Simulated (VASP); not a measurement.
# SnO3 (Pm-3m) in VASP: a series of runs

SnO3 is run at these levels: PBE; tasks: single point.

Everything below comes from runs of VASP 6.6.1. Logs are shortened: lines on timing, memory, paths and dates and some standing lists are left out, and cuts for length are marked.

## Step 1: The cell of the first run

Symmetry: Pm-3m, No. 221, cubic system. The conventional cell has a = 3.420 Å, b = 3.420 Å, c = 3.420 Å, α = 90.00°, β = 90.00°, γ = 90.00°. Within 3.2 Å of Sn (site symmetry m-3m) lie 12 O at 2.42 Å. O (site symmetry 4/mmm) has 4 Sn at 2.42 Å and 8 O at 2.42 Å within 3.2 Å.

The cell was generated, and may not be a known phase.

## Step 2: Single point, PBE

The input, INCAR:

```
ALGO = Normal
EDIFF = 1E-6
ENCUT = 600
GGA = PE
GGA_COMPAT = False
ISIF = 2
ISMEAR = 0
LASPH = True
LCHARG = False
LREAL = False
LWAVE = False
NBANDS = 24
NELM = 120
PREC = Accurate
SIGMA = 0.2
```

The input, KPOINTS:

```
k-points
0
Gamma
  5 5 5
```

The input, POSCAR:

```
SnO3
1.0
    3.4198823783      0.0000000000      0.0000000000
    0.0000000000      3.4198823783      0.0000000000
    0.0000000000      0.0000000000      3.4198823783
Sn O
1 3
Direct
    0.5000000000      0.5000000000      0.5000000000
    0.5000000000      0.0000000000      0.0000000000
    0.0000000000      0.5000000000      0.0000000000
    0.0000000000      0.0000000000      0.5000000000
```

Potentials or basis: VASP PAW PBE potentials, release 64 (Sn_d, O).

Started as:

```bash
> cat potpaw_PBE.64/Sn_d/POTCAR potpaw_PBE.64/O/POTCAR > POTCAR
> mpirun -np 1 vasp_std > vasp.out
```

OUTCAR:

```text
EDIFF = 1E-6
   ENCUT = 600
   GGA = PE
   ISIF = 2
   ISMEAR = 0
   LASPH = True
   LREAL = False
   NELM = 120
   PREC = Accurate

 ion  position               nearest neighbor table
   1  0.500  0.500  0.500-   2 2.42   3 2.42   4 2.42   2 2.42   3 2.42   2 2.42   4 2.42   2 2.42
                             3 2.42   4 2.42   3 2.42   4 2.42
   2  0.500  0.000  0.000-   1 2.42   1 2.42   1 2.42   1 2.42
   3  0.000  0.500  0.000-   1 2.42   1 2.42   1 2.42   1 2.42
   4  0.000  0.000  0.500-   1 2.42   1 2.42   1 2.42   1 2.42

  LATTYP: Found a simple cubic cell.
 ALAT       =     3.4198823783

  Lattice vectors:

 A1 = (   3.4198823783,   0.0000000000,   0.0000000000)
 A2 = (   0.0000000000,   3.4198823783,   0.0000000000)
 A3 = (   0.0000000000,   0.0000000000,   3.4198823783)

Analysis of symmetry for initial positions (statically):
=====================================================================
 Subroutine PRICEL returns:
 Original cell was already a primitive cell.

 Routine SETGRP: Setting up the symmetry group for a
 simple cubic supercell.

 Subroutine GETGRP returns: Found 48 space group operations
 (whereof 48 operations were pure point group operations)
 out of a pool of 48 trial point group operations.

The static configuration has the point symmetry O_h .

Analysis of symmetry for dynamics (positions and initial velocities):
=====================================================================
 Subroutine PRICEL returns:
 Original cell was already a primitive cell.

 Routine SETGRP: Setting up the symmetry group for a
 simple cubic supercell.

 Subroutine GETGRP returns: Found 48 space group operations
 (whereof 48 operations were pure point group operations)
 out of a pool of 48 trial point group operations.

The dynamic configuration has the point symmetry O_h .

 Subroutine INISYM returns: Found 48 space group operations
 (whereof 48 operations are pure point group operations),
 and found     1 'primitive' translations

----------------------------------------------------------------------------------------

                                     Primitive cell

  volume of cell :      39.9976

  direct lattice vectors                    reciprocal lattice vectors
     3.419882378  0.000000000  0.000000000     0.292407717  0.000000000  0.000000000
     0.000000000  3.419882378  0.000000000     0.000000000  0.292407717  0.000000000
     0.000000000  0.000000000  3.419882378     0.000000000  0.000000000  0.292407717

  length of vectors
     3.419882378  3.419882378  3.419882378     0.292407717  0.292407717  0.292407717

  position of ions in fractional coordinates (direct lattice)
     0.500000000  0.500000000  0.500000000
     0.500000000  0.000000000  0.000000000
     0.000000000  0.500000000  0.000000000
     0.000000000  0.000000000  0.500000000

  ion indices of the primitive-cell ions
   primitive index   ion index
                 1           1
                 2           2
                 3           3
                 4           4

----------------------------------------------------------------------------------------

 KPOINTS: k-points

Automatic generation of k-mesh.
 Grid dimensions read from file:
 generate k-points for:    5    5    5

 Generating k-lattice:

  Cartesian coordinates                     Fractional coordinates (reciprocal lattice)
     0.058481543  0.000000000  0.000000000     0.200000000  0.000000000  0.000000000
     0.000000000  0.058481543  0.000000000     0.000000000  0.200000000  0.000000000
     0.000000000  0.000000000  0.058481543     0.000000000  0.000000000  0.200000000

  Length of vectors
     0.058481543  0.058481543  0.058481543

  Shift w.r.t. Gamma in fractional coordinates (k-lattice)
     0.000000000  0.000000000  0.000000000

 Subroutine IBZKPT returns following result:
 ===========================================

 Found     10 irreducible k-points:

 Following reciprocal coordinates:
            Coordinates               Weight
  0.000000  0.000000  0.000000      1.000000
  0.200000  0.000000  0.000000      6.000000
  0.400000  0.000000  0.000000      6.000000
  0.200000  0.200000  0.000000     12.000000
  0.400000  0.200000  0.000000     24.000000
  0.400000  0.400000  0.000000     12.000000
  0.200000  0.200000  0.200000      8.000000
  0.400000  0.200000  0.200000     24.000000
  0.400000  0.400000  0.200000     24.000000
  0.400000  0.400000  0.400000      8.000000
   k-points           NKPTS =     10   k-points in BZ     NKDIM =     10   number of bands    NBANDS=     24
   number of dos      NEDOS =    301   number of ions     NIONS =      4
   total plane-waves  NPLWV =  21952
   dimension x,y,z NGX =    28 NGY =   28 NGZ =   28
   dimension x,y,z NGXF=    56 NGYF=   56 NGZF=   56
   ions per type =               1   3
   NGX,Y,Z   is equivalent  to a cutoff of  13.61, 13.61, 13.61 a.u.
   NGXF,Y,Z  is equivalent  to a cutoff of  27.22, 27.22, 27.22 a.u.
 SYSTEM =  unknown system
   PREC   = accura    normal or accurate (medium, high low for compatibility)
   ISTART =      0    job   : 0-new  1-cont  2-samecut
   ICHARG =      2    charge: 1-file 2-atom 10-const
   ISPIN  =      1    spin polarized calculation?
   LNONCOLLINEAR =      F non collinear calculations
   LSORBIT =      F    spin-orbit coupling
   LASPH  =      T    aspherical Exc in radial PAW
   ENCUT  =  600.0 eV  44.10 Ry    6.64 a.u.   6.83  6.83  6.83*2*pi/ulx,y,z
   NELM   =    120;   NELMIN=  2; NELMDL= -5     # of ELM steps
   EDIFF  = 0.1E-05   stopping-criterion for ELM
   LREAL  =      F    real-space projection
   EDIFFG = 0.1E-04   stopping-criterion for IOM
   NSW    =      0    number of steps for IOM
   IBRION =     -1    ionic relax: 0-MD 1-quasi-New 2-CG
   NFREE  =      0    steps in history (QN), initial steepest desc. (CG)
   ISIF   =      2    stress and relaxation
   ISYM   =      2    0-nonsym 1-usesym 2-fastsym
   POTIM  = 0.5000    time-step for ionic-motion
   TEBEG  =    0.0;   TEEND  =   0.0 temperature during run
   PSTRESS=    0.0 pullay stress
   NELECT =      32.0000    total number of electrons
   NUPDOWN=      -1.0000    fix difference up-down
   EMIN   =  10.00;   EMAX   =-10.00  energy-range for DOS
   EFERMI =   0.00;   METHOD = LEGACY
   ISMEAR =     0;   SIGMA  =   0.20  broadening in eV -4-tet -1-fermi 0-gaus
   EFERMI_NEDOS =   21; number of points for ismear=-14 and -15
   IALGO  =     38    algorithm
   IMIX   =      4    mixing-type and parameters
     AMIX     =   0.40;   BMIX     =  1.00
     AMIX_MAG =   1.60;   BMIX_MAG =  1.00
  volume/ion in A,a.u.               =      10.00        67.48
  Fermi-wavevector in a.u.,A,eV,Ry     =   1.519779  2.871965 31.425743  2.309727
  Thomas-Fermi vector in A             =   2.628718
   LORBIT       =      0    0 simple, 1 ext, 2 COOP (PROOUT), +10 PAW based schemes
   GGA     = PE    functional components
   LHFCALC =     F    Hartree Fock is set to
   AEXX    =    0.0000 exact exchange contribution
   IVDW    =     0    specifies the selected vdW correction
   LEPSILON=     F    determine dielectric tensor
   LRPA    =     F    only Hartree local field effects (RPA)
 non-spin polarized calculation
 Gauss-broadening in eV      SIGMA  =   0.20
  energy-cutoff  :      600.00
  volume of cell :       40.00
 maximum number of plane-waves:      1357
 NGX is ok and might be reduce to    28
   NGX = 13   NGY = 13   NGZ = 13

 number of electron      31.9999972 magnetization

 Free energy of the ion-electron system (eV)
  ---------------------------------------------------
  ext. energy  EPLUGINS =         0.00000000
  ---------------------------------------------------
  free energy    TOTEN  =       -17.56833680 eV

  energy without entropy =      -17.45538468  energy(sigma->0) =      -17.51186074

 E-fermi :   7.3792     XC(G=0): -12.2907

 val. band max:        7.3554611474   @ k =   0.2000   0.0000   0.0000
 cond. band min:       7.3798955163   @ k =   0.4000   0.2000   0.2000
 fundamental gap:      0.0244343690
 Fermi energy:         7.3791706381

 k-point     1 :       0.0000    0.0000    0.0000
  band No.  band energies     occupation
      1     -14.2902      2.00000
      2     -14.2902      2.00000
      3     -14.0472      2.00000
      4     -14.0472      2.00000
      5     -14.0472      2.00000
      6     -12.6632      2.00000
[... 16 lines left out ...]
     23      18.4556      0.00000
     24      22.0373      0.00000

 k-point     2 :       0.2000    0.0000    0.0000
  band No.  band energies     occupation
      1     -14.2646      2.00000
      2     -14.2470      2.00000
      3     -14.0694      2.00000
      4     -14.0694      2.00000
      5     -14.0460      2.00000
      6     -12.3557      2.00000
[... 16 lines left out ...]
     23      21.2812      0.00000
     24      22.7737      0.00000

 k-point     3 :       0.4000    0.0000    0.0000
  band No.  band energies     occupation
      1     -14.2226      2.00000
      2     -14.1814      2.00000
      3     -14.1050      2.00000
      4     -14.1050      2.00000
      5     -14.0442      2.00000
      6     -11.5452      2.00000
[... 16 lines left out ...]
     23      23.8668      0.00000
     24      24.7009      0.00000
[... 136 lines left out ...]
 k-point     9 :       0.4000    0.4000    0.2000
  band No.  band energies     occupation
      1     -14.3070      2.00000
      2     -14.1811      2.00000
      3     -14.1781      2.00000
      4     -14.1112      2.00000
      5     -14.0388      2.00000
      6     -10.2791      2.00000
[... 16 lines left out ...]
     23      24.8620      0.00000
     24      25.3127      0.00000

 k-point    10 :       0.4000    0.4000    0.4000
  band No.  band energies     occupation
      1     -14.3017      2.00000
      2     -14.2903      2.00000
      3     -14.2903      2.00000
      4     -14.0313      2.00000
      5     -14.0313      2.00000
      6      -9.7507      2.00000
[... 16 lines left out ...]
     23      24.1384      0.00000
     24      24.1384      0.00000

------------------------ aborting loop because EDIFF is reached ----------------------------------------

  FORCE on cell =-STRESS in cart. coord.  units (eV):
  Direction    XX          YY          ZZ          XY          YZ          ZX
  --------------------------------------------------------------------------------------
  -------------------------------------------------------------------------------------
  Total        0.0058720      0.0058720      0.0058720     -0.0000000      0.0000000     -0.0000000
  in kB        0.2352135      0.2352135      0.2352135     -0.0000000      0.0000000     -0.0000000
  external PRESSURE =       0.2352135 kB  Pullay stress =       0.0000000 kB

 VOLUME and BASIS-vectors are now :
 -----------------------------------------------------------------------------
  energy-cutoff  :      600.00
  volume of cell :       40.00
      direct lattice vectors                 reciprocal lattice vectors
     3.419882378  0.000000000  0.000000000     0.292407717  0.000000000  0.000000000
     0.000000000  3.419882378  0.000000000     0.000000000  0.292407717  0.000000000
     0.000000000  0.000000000  3.419882378     0.000000000  0.000000000  0.292407717

 POSITION                                       TOTAL-FORCE (eV/Angst)
 -----------------------------------------------------------------------------------
      1.70994      1.70994      1.70994         0.000000      0.000000      0.000000
      1.70994      0.00000      0.00000         0.000000      0.000000      0.000000
      0.00000      1.70994      0.00000         0.000000      0.000000      0.000000
      0.00000      0.00000      1.70994         0.000000      0.000000      0.000000
 -----------------------------------------------------------------------------------
    total drift:                                0.000000      0.000000      0.000000

  FREE ENERGIE OF THE ION-ELECTRON SYSTEM (eV)
  ---------------------------------------------------
  free  energy   TOTEN  =       -17.5683367953 eV

  energy  without entropy=      -17.4553846816  energy(sigma->0) =      -17.51186074
```

It took 11 s on 1 thread of Intel Xeon Platinum 8375C at 2.90GHz (Ice Lake), shared host; peak memory 0.16 GiB.

What came out:

| Item | Value |
| --- | --- |
| Free energy | -17.5683 eV |
| Pressure | 0.0 GPa |
| Band gap on the k mesh | zero (bands 16 and 17 overlap by 0.28 eV) |

Levels at points of the mesh, in eV from the Fermi level:
```
           k point  band 12  band 13  band 14  band 15  band 16  band 17  band 18  band 19  band 20  band 21
(0.00, 0.00, 0.00)    -3.05    -1.71    -1.71    -1.71     0.14     0.14     0.14    10.88    10.88    10.88
```

Caveat: the k points lie up to 0.37 Å⁻¹ apart; semilocal functionals underestimate gaps, and a narrow one can read as zero; spin-orbit coupling is left out, which moves the levels of the heavy elements.

## Step 3: Single point, PBE

The input, INCAR:

```
SYSTEM = SnO3
PREC = Accurate ; ENCUT = 600
EDIFF = 1E-6 ; ISMEAR = 0
SIGMA = 0.2 ; LREAL = .FALSE.
LASPH = .TRUE. ; NELM = 120
ALGO = Normal ; ISIF = 2
LWAVE = .FALSE. ; LCHARG = .FALSE.
GGA = PE ; NBANDS = 24
GGA_COMPAT = .FALSE.
```

The input, KPOINTS:

```
Automatic mesh
0
G
  5 5 5
  0 0 0
```

The input, POSCAR:

```
SnO3
1.0
    3.4199715209      0.0000000000      0.0000000000
    0.0000000000      3.4199715209      0.0000000000
    0.0000000000      0.0000000000      3.4199715209
Sn O
1 3
Direct
    0.0000000000      0.0000000000      0.0000000000
    0.0000000000      0.5000000000      0.5000000000
    0.5000000000      0.0000000000      0.5000000000
    0.5000000000      0.5000000000      0.0000000000
```

Potentials or basis: VASP PAW PBE potentials, release 64 (Sn_d, O).

Started as:

```bash
> cat potpaw_PBE.64/Sn_d/POTCAR potpaw_PBE.64/O/POTCAR > POTCAR
> mpirun -np 1 vasp_std > vasp.out
```

It took 14 s on 1 thread of Intel Xeon Platinum 8375C at 2.90GHz (Ice Lake), shared host; peak memory 0.15 GiB.

The run converged. Its results:

| Property | Result |
| --- | --- |
| Free energy | -17.5683 eV |
| Pressure | 0.0 GPa |
| Band gap on the k mesh | zero (bands 16 and 17 overlap by 0.28 eV) |

Levels at points of the mesh, in eV from the Fermi level:
```tsv
k point	band 12	band 13	band 14	band 15	band 16	band 17	band 18	band 19	band 20	band 21
(0.00, 0.00, 0.00)	-3.05	-1.71	-1.71	-1.71	0.14	0.14	0.14	10.88	10.88	10.88
```

Caveat: the k points lie up to 0.37 Å⁻¹ apart; semilocal functionals underestimate gaps, and a narrow one can read as zero; spin-orbit coupling is left out, which moves the levels of the heavy elements.

The gap in the log of VASP goes by the Fermi energy; the results here count the filled bands.